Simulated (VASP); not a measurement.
The system is TiO2.

```xyz
6
Lattice="2.7060 -2.7067 0.0000 2.7060 2.7067 0.0000 -2.6335 0.0000 4.7966" Properties=species:S:1:pos:R:3 pbc="T T T"
Ti    0.7309   -1.9807    3.5975
Ti    2.0477    1.9807    1.1992
O     0.6963    0.6563    0.8018
O     2.0823   -0.6563    3.9949
O     3.3990    0.6563    1.5966
O    -0.6205   -0.6563    3.2001
```

Base run:

```yaml
Program: VASP 6.6.1
Functional: PBE
Potentials_or_basis: VASP PAW PBE potentials, release 64 (Ti_sv, O)
Cutoff: 520 eV
k_mesh: 8 × 8 × 6
Occupations: fermi-dirac, width 0.05 eV
Spin: no spin polarisation
Hubbard_terms: Ti d U = 4.0 eV
```

Its results: band gap on the k mesh 2.61 eV, indirect (least direct gap 2.97 eV); pressure 5.7 GPa; largest force 0.254 eV/Å.

The run is repeated on the same cell with these changes: hubbard terms from Ti d U = 4.0 eV to none. What comes out?

Band gap on the k mesh 2.05 eV, indirect (least direct gap 2.39 eV); pressure -1.0 GPa; largest force 0.105 eV/Å.

The U term pushes filled and empty states of the shell apart.

A k mesh can miss the band edges.
